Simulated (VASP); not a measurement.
Pb: single point with PBE

Pb, a slab with vacuum:

```
CELL_PARAMETERS angstrom
3.56346 0.00000 0.00000
0.00000 5.03949 0.00000
0.00000 0.00000 26.69040
ATOMIC_POSITIONS crystal
Pb 0.00000 0.00000 0.30993
Pb 0.50000 0.50000 0.36365
Pb 0.00000 0.00000 0.43381
Pb 0.50000 0.50000 0.50000
Pb 0.00000 0.00000 0.56619
Pb 0.50000 0.50000 0.63635
Pb 0.00000 0.00000 0.69007
```

| Quantity | Value |
| --- | --- |
| Program | VASP 6.6.1 |
| Task | single point |
| Functional | PBE |
| Potentials or basis | VASP PAW PBE potentials, release 64 (Pb_d) |
| Cutoff | 520 eV |
| k mesh | 12 × 8 × 1 |
| Occupations | fermi-dirac, width 0.1 eV |
| Spin | no spin polarisation |
| Dipole correction | yes |
| Further INCAR settings | ALGO = Normal; EDIFF = 1e-06; NBANDS = 58 |

```yaml
Largest_force: 0.005 eV/Å
Band_gap_on_the_k_mesh: zero (bands 49 and 50 overlap by 2.60 eV)
```

Forces on the atoms (eV/Å):
```
Pb   0.000  0.000 -0.003
Pb   0.000  0.000  0.000
Pb   0.000  0.000  0.005
Pb   0.000  0.000  0.000
Pb   0.000  0.000 -0.005
Pb   0.000  0.000  0.000
Pb   0.000  0.000  0.003
```

Levels at points of the mesh, in eV from the Fermi level:
| k point | band 47 | band 48 | band 49 | band 50 | band 51 | band 52 |
| --- | --- | --- | --- | --- | --- | --- |
| (0.00, 0.00, 0.00) | -1.23 | -0.21 | 0.15 | 0.62 | 1.51 | 1.92 |
| (0.50, 0.00, 0.00) | -1.12 | -1.10 | -1.05 | 0.53 | 0.64 | 0.94 |
| (0.00, 0.50, 0.00) | -0.05 | 0.35 | 1.56 | 2.84 | 3.11 | 3.82 |
| (0.50, 0.50, 0.00) | -2.26 | -2.25 | -1.18 | -0.85 | -0.56 | 0.51 |

It took 27 min on 1 thread of AMD EPYC 9755 128-Core Processor (shared host), peak memory 0.9 GiB.

Caveat: spin-orbit coupling is left out, which moves the levels of the heavy elements.
